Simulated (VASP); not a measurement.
# Si2Mo (I4/mmm) in VASP: a series of runs

Si2Mo is run at these levels: PBEsol+U, PBE+U; tasks: density of states.

Program: VASP 6.6.1. These are calculated values, not measurements. Logs are shortened: lines on timing, memory, paths and dates and some standing lists are left out, and cuts for length are marked.

## (1) The cell of the first run

The structure is tetragonal, space group I4/mmm (No. 139). Conventional cell: a = 3.200 Å, b = 3.200 Å, c = 7.861 Å, α = 90.00°, β = 90.00°, γ = 90.00°. Mo (site symmetry 4/mmm) has 10 Si at 2.62 Å and 4 Mo at 3.20 Å within 3.5 Å. Within 3.4 Å of Si (site symmetry 4mm) lie 9 Si at 2.61 to 3.20 Å and 5 Mo at 2.62 Å.

## (2) Density of states, PBEsol+U

POSCAR reads:

```
Si2Mo
1.0
   -1.6000000000      1.6000000000      3.9305000000
    1.6000000000     -1.6000000000      3.9305000000
    1.6000000000      1.6000000000     -3.9305000000
Mo Si
1 2
Direct
    0.0000000000      0.0000000000      0.0000000000
    0.6670000000      0.6670000000      0.0000000000
    0.3330000000      0.3330000000      0.0000000000
```

INCAR.step1 reads:

```
SYSTEM = Si2Mo
PREC = Accurate ; ENCUT = 520
EDIFF = 1E-6 ; ISMEAR = -1
SIGMA = 0.05 ; LREAL = .FALSE.
LASPH = .TRUE. ; NELM = 150
ALGO = Normal ; ISIF = 2
LWAVE = .FALSE. ; LCHARG = .TRUE.
LMAXMIX = 4 ; LDAU = .TRUE.
LDAUTYPE = 2 ; LDAUL = 2 -1
LDAUU = 8 0 ; LDAUJ = 0 0
LDAUPRINT = 1 ; GGA = PS
NBANDS = 18
```

KPOINTS.step1 reads:

```
Automatic mesh
0
G
  12 12 12
  0 0 0
```

INCAR.step2 reads:

```
SYSTEM = Si2Mo
PREC = Accurate ; ENCUT = 520
EDIFF = 1E-6 ; ISMEAR = -5
SIGMA = 0.05 ; LREAL = .FALSE.
LASPH = .TRUE. ; NELM = 150
ALGO = Normal ; ISIF = 2
LWAVE = .FALSE. ; LCHARG = .FALSE.
LMAXMIX = 4 ; LDAU = .TRUE.
LDAUTYPE = 2 ; LDAUL = 2 -1
LDAUU = 8 0 ; LDAUJ = 0 0
LDAUPRINT = 1 ; GGA = PS
LORBIT = 10 ; NEDOS = 2001
ICHARG = 11
```

KPOINTS.step2 reads:

```
Automatic mesh
0
G
  18 18 18
  0 0 0
```

Potentials or basis: VASP PAW PBE potentials, release 64 (Mo_sv, Si).

Command:

```console
$ cat potpaw_PBE.64/Mo_sv/POTCAR potpaw_PBE.64/Si/POTCAR > POTCAR
$ cp INCAR.step1 INCAR
$ cp KPOINTS.step1 KPOINTS
$ mpirun -np 1 vasp_std > vasp.out
$ cp INCAR.step2 INCAR
$ cp KPOINTS.step2 KPOINTS
$ mpirun -np 1 vasp_std > vasp.out
```

OUTCAR:

```text
SYSTEM = Si2Mo
   PREC = Accurate
   ENCUT = 520
   EDIFF = 1E-6
   ISMEAR = -5
   LREAL = .FALSE.
   LASPH = .TRUE.
   NELM = 150
   ISIF = 2
   GGA = PS
   LORBIT = 10
   ICHARG = 11

 ion  position               nearest neighbor table
   1  0.000  0.000  0.000-   2 2.62   3 2.62   2 2.62   3 2.62   2 2.62   3 2.62   3 2.62   2 2.62
                             2 2.62   3 2.62
   2  0.667  0.667  0.000-   3 2.61   3 2.61   3 2.61   3 2.61   1 2.62   1 2.62   1 2.62   1 2.62
                             1 2.62   3 2.63
   3  0.333  0.333  0.000-   2 2.61   2 2.61   2 2.61   2 2.61   1 2.62   1 2.62   1 2.62   1 2.62
                             1 2.62   2 2.63

  LATTYP: Found a body centered tetragonal cell.
 ALAT       =     3.2000000000
 C/A-ratio  =     2.4565625000

  Lattice vectors:

 A1 = (  -1.6000000000,   1.6000000000,   3.9305000000)
 A2 = (   1.6000000000,  -1.6000000000,   3.9305000000)
 A3 = (   1.6000000000,   1.6000000000,  -3.9305000000)

Analysis of symmetry for initial positions (statically):
=====================================================================
 Subroutine PRICEL returns:
 Original cell was already a primitive cell.

 Routine SETGRP: Setting up the symmetry group for a
 body centered tetragonal supercell.

 Subroutine GETGRP returns: Found 16 space group operations
 (whereof 16 operations were pure point group operations)
 out of a pool of 16 trial point group operations.

The static configuration has the point symmetry D_4h.

Analysis of symmetry for dynamics (positions and initial velocities):
=====================================================================
 Subroutine PRICEL returns:
 Original cell was already a primitive cell.

 Routine SETGRP: Setting up the symmetry group for a
 body centered tetragonal supercell.

 Subroutine GETGRP returns: Found 16 space group operations
 (whereof 16 operations were pure point group operations)
 out of a pool of 16 trial point group operations.

The dynamic configuration has the point symmetry D_4h.

 Subroutine INISYM returns: Found 16 space group operations
 (whereof 16 operations are pure point group operations),
 and found     1 'primitive' translations

----------------------------------------------------------------------------------------

                                     Primitive cell

  volume of cell :      40.2483

  direct lattice vectors                    reciprocal lattice vectors
    -1.600000000  1.600000000  3.930500000     0.000000000  0.312500000  0.127210279
     1.600000000 -1.600000000  3.930500000     0.312500000  0.000000000  0.127210279
     1.600000000  1.600000000 -3.930500000     0.312500000  0.312500000  0.000000000

  length of vectors
     4.535287229  4.535287229  4.535287229     0.337399918  0.337399918  0.441941738

  position of ions in fractional coordinates (direct lattice)
     0.000000000  0.000000000  0.000000000
     0.667000000  0.667000000  0.000000000
     0.333000000  0.333000000  0.000000000

  ion indices of the primitive-cell ions
   primitive index   ion index
                 1           1
                 2           2
                 3           3

----------------------------------------------------------------------------------------

 KPOINTS: Automatic mesh

Automatic generation of k-mesh.
 Grid dimensions read from file:
 generate k-points for:   18   18   18

 Generating k-lattice:

  Cartesian coordinates                     Fractional coordinates (reciprocal lattice)
[... 62 lines left out ...]
   EDIFF  = 0.1E-05   stopping-criterion for ELM
   LREAL  =      F    real-space projection
   EDIFFG = 0.1E-04   stopping-criterion for IOM
   NSW    =      0    number of steps for IOM
   IBRION =     -1    ionic relax: 0-MD 1-quasi-New 2-CG
   NFREE  =      0    steps in history (QN), initial steepest desc. (CG)
   ISIF   =      2    stress and relaxation
   ISYM   =      2    0-nonsym 1-usesym 2-fastsym
   POTIM  = 0.5000    time-step for ionic-motion
   TEBEG  =    0.0;   TEEND  =   0.0 temperature during run
   PSTRESS=    0.0 pullay stress
   NELECT =      22.0000    total number of electrons
   NUPDOWN=      -1.0000    fix difference up-down
   EMIN   =  10.00;   EMAX   =-10.00  energy-range for DOS
   EFERMI =   0.00;   METHOD = LEGACY
   ISMEAR =    -5;   SIGMA  =   0.05  broadening in eV -4-tet -1-fermi 0-gaus
   EFERMI_NEDOS =   21; number of points for ismear=-14 and -15
   IALGO  =     38    algorithm
   IMIX   =      4    mixing-type and parameters
     AMIX     =   0.40;   BMIX     =  1.00
     AMIX_MAG =   1.60;   BMIX_MAG =  1.00
  volume/ion in A,a.u.               =      13.42        90.54
  Fermi-wavevector in a.u.,A,eV,Ry     =   1.338546  2.529484 24.377614  1.791704
  Thomas-Fermi vector in A             =   2.467007
   LORBIT       =     10    0 simple, 1 ext, 2 COOP (PROOUT), +10 PAW based schemes
 LDA+U is selected, type is set to LDAUTYPE =  2
   angular momentum for each species LDAUL =     2   -1
   U (eV)           for each species LDAUU =   8.0  0.0
   J (eV)           for each species LDAUJ =   0.0  0.0
   GGA     = PS    functional components
   LHFCALC =     F    Hartree Fock is set to
   AEXX    =    0.0000 exact exchange contribution
   IVDW    =     0    specifies the selected vdW correction
   LEPSILON=     F    determine dielectric tensor
   LRPA    =     F    only Hartree local field effects (RPA)
 non-spin polarized calculation
 Fermi weights with tetrahedron method with Bloechl corrections
  energy-cutoff  :      520.00
  volume of cell :       40.25
 maximum number of plane-waves:      1112
 NGX is ok and might be reduce to    36

atom =   1  type =  1  l = 2

 onsite density matrix

spin component  1

  0.5344 -0.0000  0.0000  0.0000 -0.0000
 -0.0000  0.4888  0.0000  0.0000  0.0000
  0.0000  0.0000  0.3139 -0.0000 -0.0000
  0.0000  0.0000 -0.0000  0.4888 -0.0000
 -0.0000  0.0000 -0.0000 -0.0000  0.2385

spin component  2

  0.5344 -0.0000  0.0000  0.0000 -0.0000
 -0.0000  0.4888  0.0000  0.0000  0.0000
  0.0000  0.0000  0.3139 -0.0000 -0.0000
  0.0000  0.0000 -0.0000  0.4888 -0.0000
 -0.0000  0.0000 -0.0000 -0.0000  0.2385

 occupancies and eigenvectors

  o =  0.2385  v =  0.0000  0.0000  0.0000  0.0000 -1.0000  0.0000  0.0000  0.0000  0.0000  0.0000      0.0000  0.0000  0.0000  0.0000  0.0000  0.0000  0.0000  0.0000  0.0000  0.0000
  o =  0.2385  v =  0.0000  0.0000  0.0000  0.0000  0.0000  0.0000  0.0000  0.0000  0.0000 -1.0000      0.0000  0.0000  0.0000  0.0000  0.0000  0.0000  0.0000  0.0000  0.0000  0.0000
  o =  0.3139  v =  0.0000  0.0000 -1.0000  0.0000 -0.0000  0.0000  0.0000  0.0000  0.0000  0.0000      0.0000  0.0000  0.0000  0.0000  0.0000  0.0000  0.0000  0.0000  0.0000  0.0000
  o =  0.3139  v =  0.0000  0.0000  0.0000  0.0000  0.0000  0.0000  0.0000 -1.0000  0.0000 -0.0000      0.0000  0.0000  0.0000  0.0000  0.0000  0.0000  0.0000  0.0000  0.0000  0.0000
  o =  0.4888  v =  0.0000 -0.0385 -0.0000 -0.9993 -0.0000  0.0000  0.0000  0.0000  0.0000  0.0000      0.0000  0.0000  0.0000  0.0000  0.0000  0.0000  0.0000  0.0000  0.0000  0.0000
  o =  0.4888  v =  0.0000  0.0000  0.0000  0.0000  0.0000  0.0000 -0.0385 -0.0000 -0.9993 -0.0000      0.0000  0.0000  0.0000  0.0000  0.0000  0.0000  0.0000  0.0000  0.0000  0.0000
  o =  0.4888  v =  0.0000  0.0000  0.0000  0.0000  0.0000  0.0000 -0.9993 -0.0000  0.0385 -0.0000      0.0000  0.0000  0.0000  0.0000  0.0000  0.0000  0.0000  0.0000  0.0000  0.0000
  o =  0.4888  v =  0.0000 -0.9993 -0.0000  0.0385 -0.0000  0.0000  0.0000  0.0000  0.0000  0.0000      0.0000  0.0000  0.0000  0.0000  0.0000  0.0000  0.0000  0.0000  0.0000  0.0000
  o =  0.5344  v =  1.0000  0.0000  0.0000  0.0000  0.0000  0.0000  0.0000  0.0000  0.0000  0.0000      0.0000  0.0000  0.0000  0.0000  0.0000  0.0000  0.0000  0.0000  0.0000  0.0000
  o =  0.5344  v =  0.0000  0.0000  0.0000  0.0000  0.0000  1.0000  0.0000  0.0000  0.0000  0.0000      0.0000  0.0000  0.0000  0.0000  0.0000  0.0000  0.0000  0.0000  0.0000  0.0000

 number of electron      22.0000000 magnetization

 Free energy of the ion-electron system (eV)
  ---------------------------------------------------
  ext. energy  EPLUGINS =         0.00000000
  ---------------------------------------------------
  free energy    TOTEN  =       -15.63402265 eV

  energy without entropy =      -15.63402265  energy(sigma->0) =      -15.63402265

 E-fermi :  12.1299     XC(G=0): -12.5147

 val. band max:       12.1909390945   @ k =  -0.0556  -0.0556   0.0556
 cond. band min:      12.0905371780   @ k =  -0.4444  -0.4444   0.4444
 fundamental gap:     -0.1004019165
 Fermi energy:        12.1298878338

 k-point     1 :       0.0000    0.0000    0.0000
  band No.  band energies     occupation
      1     -48.7489      2.00000
      2     -22.9437      2.00000
      3     -22.8220      2.00000
      4     -22.8220      2.00000
      5      -1.2190      2.00000
      6       6.2284      2.00000
      7       8.7759      2.00000
      8       9.5156      2.00000
      9       9.5156      2.00000
     10      10.4097      2.00000
     11      12.1873      1.23114
     12      15.3069      0.00000
     13      15.3258      0.00000
     14      15.8518      0.00000
[... 401 lines left out ...]
      2     -22.9344      2.00000
      3     -22.9267      2.00000
      4     -22.8196      2.00000
      5      -0.3501      2.00000
      6       6.0558      2.00000
      7       7.3065      2.00000
      8       9.3536      2.00000
      9       9.9142      2.00000
     10      10.5008      2.00000
     11      10.7283      2.00000
     12      14.1917      0.00000
     13      14.8426      0.00000
     14      16.1787      0.00000
     15      16.8834      0.00000

 [... further k-points ...]
[... 5 lines left out ...]
  --------------------------------------------------------------------------------------
  -------------------------------------------------------------------------------------
  Total        0.9055877      0.9055877      0.7291582      0.0000000      0.0000000      0.0000000
  in kB       36.0490082     36.0490082     29.0258276      0.0000000      0.0000000      0.0000000
  external PRESSURE =      33.7079480 kB  Pullay stress =       0.0000000 kB

 VOLUME and BASIS-vectors are now :
 -----------------------------------------------------------------------------
  energy-cutoff  :      520.00
  volume of cell :       40.25
      direct lattice vectors                 reciprocal lattice vectors
    -1.600000000  1.600000000  3.930500000     0.000000000  0.312500000  0.127210279
     1.600000000 -1.600000000  3.930500000     0.312500000  0.000000000  0.127210279
     1.600000000  1.600000000 -3.930500000     0.312500000  0.312500000  0.000000000

 POSITION                                       TOTAL-FORCE (eV/Angst)
 -----------------------------------------------------------------------------------
      0.00000      0.00000      0.00000        -0.000000     -0.000000      0.000000
      0.00000      0.00000      5.24329        -0.000000     -0.000000     -0.655792
      0.00000      0.00000      2.61771         0.000000      0.000000      0.655792
 -----------------------------------------------------------------------------------
    total drift:                                0.000000      0.000000      0.000000

  FREE ENERGIE OF THE ION-ELECTRON SYSTEM (eV)
  ---------------------------------------------------
  free  energy   TOTEN  =       -15.6340226536 eV

  energy  without entropy=      -15.6340226536  energy(sigma->0) =      -15.63402265

 total charge

# of ion       s       p       d       tot
------------------------------------------
    1        2.300   6.222   4.073  12.594
    2        0.743   0.879   0.000   1.622
    3        0.743   0.879   0.000   1.622
--------------------------------------------------
tot          3.786   7.979   4.073  15.838
```

Wall time 4.8 min (1 thread of Intel Xeon Platinum 8124M at 3.00GHz (Skylake/Cascade Lake), shared host); peak memory 0.43 GiB.

Results:

```
Valence electrons inside the program's atomic spheres : Mo 12.59; Si 1.62
```

Levels at points of the mesh, in eV from the Fermi level:
```csv
k point,band 9,band 10,band 11,band 12,band 13,band 14
"(0.00, 0.00, 0.00)",-2.61,-1.72,0.06,3.18,3.20,3.72
"(0.50, 0.00, 0.00)",-2.71,-1.94,-0.57,3.16,3.60,4.36
"(0.50, 0.50, 0.00)",-4.23,-3.07,-1.10,3.11,3.24,3.55
"(0.50, 0.50, 0.50)",-0.62,-0.62,-0.40,-0.40,0.18,4.73
```

Eigenvalues of the final occupation matrices:
```csv
site,spin,trace,eigenvalues
site 1 d,1,2.06,0.24 0.31 0.49 0.49 0.53
site 1 d,2,2.06,0.24 0.31 0.49 0.49 0.53
```

Caveat: the PAW data sets were made with another functional, which shifts forces and pressure a little; U without spin polarisation on a metal has little footing; the U is typed as a test and isn't derived for this compound; tetrahedron occupations give inexact forces and stress in metals.

## (3) Density of states, PBE+U

POSCAR is that of step 2.

INCAR.step1 reads:

```
PREC = Accurate
ENCUT = 520
EDIFF = 1E-6
ISMEAR = -1
SIGMA = 0.05
LREAL = False
LASPH = True
NELM = 150
ALGO = Normal
ISIF = 2
LWAVE = False
LCHARG = True
LMAXMIX = 4
LDAU = True
LDAUTYPE = 2
LDAUL = 2 -1
LDAUU = 8 0
LDAUJ = 0 0
LDAUPRINT = 1
GGA = PE
NBANDS = 18
```

KPOINTS.step1 reads:

```
regular mesh
0
Gamma
  12 12 12
```

INCAR.step2 reads:

```
PREC = Accurate
ENCUT = 520
EDIFF = 1E-6
ISMEAR = -5
SIGMA = 0.05
LREAL = False
LASPH = True
NELM = 150
ALGO = Normal
ISIF = 2
LWAVE = False
LCHARG = False
LMAXMIX = 4
LDAU = True
LDAUTYPE = 2
LDAUL = 2 -1
LDAUU = 8 0
LDAUJ = 0 0
LDAUPRINT = 1
GGA = PE
LORBIT = 11
NBANDS = 18
NEDOS = 2001
ICHARG = 11
```

KPOINTS.step2 reads:

```
regular mesh
0
Gamma
  18 18 18
```

Potentials or basis: VASP PAW PBE potentials, release 64 (Mo_sv, Si).

Command:

```console
$ cat potpaw_PBE.64/Mo_sv/POTCAR potpaw_PBE.64/Si/POTCAR > POTCAR
$ cp INCAR.step1 INCAR
$ cp KPOINTS.step1 KPOINTS
$ mpirun -np 1 vasp_std > vasp.out
$ cp INCAR.step2 INCAR
$ cp KPOINTS.step2 KPOINTS
$ mpirun -np 1 vasp_std > vasp.out
```

It took 12 min on 1 thread of Oxide Virtual Turin-like, shared host; peak memory 0.42 GiB.

Results (log left out):

- Valence electrons inside the program's atomic spheres: Mo 12.58; Si 1.62

Levels at points of the mesh, in eV from the Fermi level:
```
           k point  band 8  band 9  band 10  band 11  band 12  band 13  band 14  band 15
(0.00, 0.00, 0.00)   -2.59   -2.59    -1.63     0.05     3.19     3.25     3.74     3.74
(0.50, 0.00, 0.00)   -4.36   -2.70    -1.88    -0.55     3.17     3.66     4.38     4.45
(0.50, 0.50, 0.00)   -5.13   -4.20    -3.04    -1.08     3.12     3.26     3.60     4.20
(0.50, 0.50, 0.50)   -1.49   -0.60    -0.60    -0.39    -0.39     0.17     4.74     5.50
```

Eigenvalues of the final occupation matrices:
```
    site  spin  trace               eigenvalues
site 1 d     1   2.06  0.24 0.31 0.49 0.49 0.54
site 1 d     2   2.06  0.24 0.31 0.49 0.49 0.54
```

Caveat: U without spin polarisation on a metal has little footing; the U is typed as a test and isn't derived for this compound; tetrahedron occupations give inexact forces and stress in metals.
